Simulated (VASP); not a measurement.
Runs of VASP 6.6.1 on BeTe. Symmetry: P4/nmm, No. 129, tetragonal system. Conventional cell: a = 3.912 Å, b = 3.912 Å, c = 7.426 Å, α = 90.00°, β = 90.00°, γ = 90.00°. Be (site symmetry -4m2) has 4 Te at 2.48 Å and 4 Be at 2.77 Å within 3.3 Å. Within 3.3 Å of Te (site symmetry 4mm) lie 4 Be at 2.48 Å. 

| task | cell | k mesh | cutoff (eV) | smearing | gap on the mesh (eV) | pressure (GPa) | largest force (eV/Å) |
| --- | --- | --- | --- | --- | --- | --- | --- |
| single point | a = 3.912, b = 3.912, c = 7.426 Å, 4 atoms | 8 × 8 × 4 | 520 | gaussian 0.02 eV | 2.11 | 0.1 | 0.05 |
| relaxation of cell and atoms | relaxed from a = 3.912, b = 3.912, c = 7.426 Å, 4 atoms | 8 × 8 × 4 | 600 | gaussian 0.02 eV | 2.11 | 0.0 | - |
| single point | a = 3.912, b = 3.912, c = 7.426 Å, 4 atoms | 8 × 8 × 4 | 520 | fermi-dirac 0.02 eV | 2.11 | 0.1 | 0.05 |
| single point | a = 3.912, b = 3.912, c = 7.426 Å, 4 atoms | 4 × 4 × 4 | 520 | gaussian 0.1 eV | 2.10 | (a) | - |

Alike in all rows: level PBE; potentials or basis VASP PAW PBE potentials, release 64 (Be, Te); no spin polarisation.

Problem. Fill in the values left out.

Solution. (a) 0.3.

Caveats: spin-orbit coupling is left out, which moves the levels of the heavy elements; this functional lacks dispersion, which binds layers or chains, so the pressure and a relaxed spacing across them are unreliable.

A k mesh can miss the band edges, and the runs leave out spin-orbit coupling on Te.
